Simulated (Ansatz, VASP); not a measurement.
**ZnS in VASP and in Ansatz**

```
CELL_PARAMETERS angstrom
0.00000 2.73800 2.69409
2.73800 0.00000 2.69409
2.73800 2.73800 0.00000
ATOMIC_POSITIONS crystal
Zn 0.00000 0.00000 0.00000
S 0.25000 0.25000 0.25000
```

Change from the starting cell: biaxial_xy strain +1.6%.

Alike in both runs: task single point; functional HSE06; k mesh 6 × 6 × 6; no spin polarisation.

|  | VASP | Ansatz |
| --- | --- | --- |
| version | VASP 6.6.1 | Ansatz 0.2.0 |
| potentials or method | VASP PAW PBE potentials, release 64 (Zn, S) | plane waves, PAW |
| plane-wave cutoff (eV) | 520 | 420 |
| occupations | gaussian, width 0.01 eV | fixed |
| valence electrons in the cell | 18 | 18 |

VASP gave:

```
gap on the k mesh at the Fermi level (eV)                     : 3.17
pressure (GPa)                                                : -0.9
traceless stress, the component that is largest in VASP (GPa) : 0.45
```

Estimate Ansatz's values.

gap on the k mesh at the Fermi level (eV): 3.19; pressure (GPa): -0.9; traceless stress, the component that is largest in VASP (GPa): 0.45.

Ansatz's warnings: stress exchange threshold loose, stress scf threshold loose.
